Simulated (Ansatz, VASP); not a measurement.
Two plane-wave programs on CuSnF6

```
Cu Sn F
1.0
     2.56500    1.48090    4.60667
    -2.56500    1.48090    4.60667
     0.00000   -2.96181    4.60667
Cu Sn F
1 1 6
Direct
  0.50000 0.50000 0.50000
  0.00000 0.00000 0.00000
  0.42100 0.80900 0.01900
  0.01900 0.42100 0.80900
  0.80900 0.01900 0.42100
  0.57900 0.19100 0.98100
  0.98100 0.57900 0.19100
  0.19100 0.98100 0.57900
```

Alike in both runs: task single point; functional LDA; k mesh 5 × 5 × 5; occupations gaussian, width 0.05 eV; collinear spin; Hubbard terms Cu d U = 1.0 eV.

|  | VASP | Ansatz |
| --- | --- | --- |
| version | VASP 6.6.1 | Ansatz 0.2.0 |
| potentials or method | VASP PAW LDA potentials, release 64 (Cu, Sn_d, F), cutoff 520 eV | scalar-relativistic, plane waves, PAW |
| valence electrons in the cell | 67 | 75 |

```csv
,VASP,Ansatz,Ansatz less VASP
gap on the k mesh at the Fermi level (eV),none,none,-
pressure (GPa),-7.0,-7.6,-0.61
"traceless stress, the component that is largest in VASP (GPa)",3.36,3.33,-0.036
rms of the force components (eV/Å),0.728,0.689,-0.0389
net moment per atom (μB),0.13,0.13,0.000
size of the moment on the site where the two differ most (μB),0.65,0.64,-0.003
```

LDA's correlation is that of Perdew and Zunger in VASP and of Perdew and Wang (1992) in Ansatz. Site moments also hang on the region over which each program counts them. The programs project onto different local orbitals, so the same U acts differently, and such runs can settle in different states. Atom by atom the forces differ by 0.079 eV/Å (rms over components). A gap of «none» marks a metal or a gap that the smearing closes. VASP's potentials hold 67 valence electrons a cell and Ansatz's 75, so a difference there can come from the potentials and not from the codes. Ansatz's warnings: filled band counts differ across k points, specified occupation not kept, symmetry narrowed by occupation matrices.
